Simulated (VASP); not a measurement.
Wanted: the native input for a VASP 6.6.1 run.

```yaml
Task: single point
Functional: PBE
Potentials_or_basis: VASP PAW PBE potentials, release 64 (Si, C, H)
Cutoff: 520 eV
k_mesh: 9 × 6 × 1
Occupations: gaussian, width 0.05 eV
Spin: collinear spin
Starting_moments: "[0.0, 0.0, 0.0, 0.0, 0.0, 0.0, 0.0, 0.0, 1.0] μB"
Dipole_correction: yes
Further_INCAR_settings: ALGO = Normal; EDIFF = 1e-06; NBANDS = 30; NELMDL = -8
```

The structure of Si4HC4 lies in POSCAR:

```
Si4HC4
1.0
    3.0967389835      0.0000000000      0.0000000000
    0.0000000000      4.3794502696      0.0000000000
    0.0000000000      0.0000000000     20.1332068295
Si C H
4 4 1
Direct
    0.5000000000      0.5000000000      0.1986767450
    0.0000000000      0.0000000000      0.2755829977
    0.5000000000      0.4971400051      0.3554907352
    0.0000000000      0.9498903695      0.4168952500
    0.0000000000      0.2500000000      0.1986767450
    0.5000000000      0.7500000000      0.2755829977
    0.0000000000      0.2559423864      0.3541649037
    0.5000000000      0.7547379437      0.4288043580
    0.6666666667      1.5880712770      0.4656696645
```

The input as run:

INCAR

```
SYSTEM = Si4HC4
PREC = Accurate ; ENCUT = 520
EDIFF = 1E-6 ; ISMEAR = 0
SIGMA = 0.05 ; LREAL = .False.
LASPH = .True. ; NELM = 200
ALGO = Normal ; ISIF = 2
LWAVE = .False. ; LCHARG = .True.
ISPIN = 2 ; MAGMOM = 0 0 0 0 0 0 0 0 1
LORBIT = 11 ; LDIPOL = .True.
IDIPOL = 3 ; DIPOL = 0.5 0.5 0.330
GGA = PE ; LELF = .True.
LVHAR = .True. ; LVACPOTAV = .True.
NBANDS = 30 ; GGA_COMPAT = .False.
NELMDL = -8
```

KPOINTS

```
Automatic mesh
0
Gamma
  9 6 1
  0 0 0
```

Potentials or basis: VASP PAW PBE potentials, release 64 (Si, C, H).

Command:

```sh
$ cat potpaw_PBE.64/Si/POTCAR potpaw_PBE.64/C/POTCAR potpaw_PBE.64/H/POTCAR > POTCAR
$ mpirun -np 1 vasp_std > vasp.out
```

It gave:

The largest force is 2.903 eV/Å and the net moment is 0.55 μB per cell. The site moments are Si +0.11, +0.01, +0.07 (each value once); C -0.02, +0.01 (each value once); H +0.00 μB and the valence electrons inside the program's atomic spheres are Si 1.60, 1.63, 1.67, 1.75; C 2.38, 2.49, 2.54, 2.60; H 0.60.

Caveat: a moment this small can come from the mesh or the smearing.

It took 18 min on 1 thread of Oxide Virtual Turin-like Processor (shared host), peak memory 0.62 GiB.
